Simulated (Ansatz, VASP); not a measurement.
SbPt in VASP and in Ansatz

```xyz
4
Lattice="4.1300 0.0000 0.0000 -2.0650 3.5767 0.0000 0.0000 0.0000 5.5267" Properties=species:S:1:pos:R:3 pbc="T T T"
Sb    0.0000    2.3845    1.3817
Sb    2.0650    1.1922    4.1450
Pt    0.0000    0.0000    0.0000
Pt    0.0000    0.0000    2.7634
```

Change from the starting cell: zz strain of +1 %, crystal datasets.

Alike in both runs: task electric field gradients; functional LDA; k mesh 11 × 11 × 8; occupations fermi-dirac, width 0.08 eV; no spin polarisation.

|  | VASP | Ansatz |
| --- | --- | --- |
| version | VASP 6.6.1 | Ansatz 0.2.0 |
| potentials or method | VASP PAW LDA potentials, release 64 (Sb, Pt), cutoff 520 eV | all-electron PAW with datasets made for the crystal, scalar-relativistic |

|  | VASP | Ansatz | Ansatz less VASP |
| --- | --- | --- | --- |
| pressure (GPa) | -1.4 | -1.6 | -0.21 |
| traceless stress, the component that is largest in VASP (GPa) | -1.65 | -1.78 | -0.133 |
| size of Vzz on the site where it differs most (V/Å²) | 107.0 | 43.2 | -63.83 |

LDA's correlation is that of Perdew and Zunger in VASP and of Perdew and Wang (1992) in Ansatz. Ansatz ran all-electron here, and VASP with PAW potentials.

Spin-orbit coupling is off throughout.
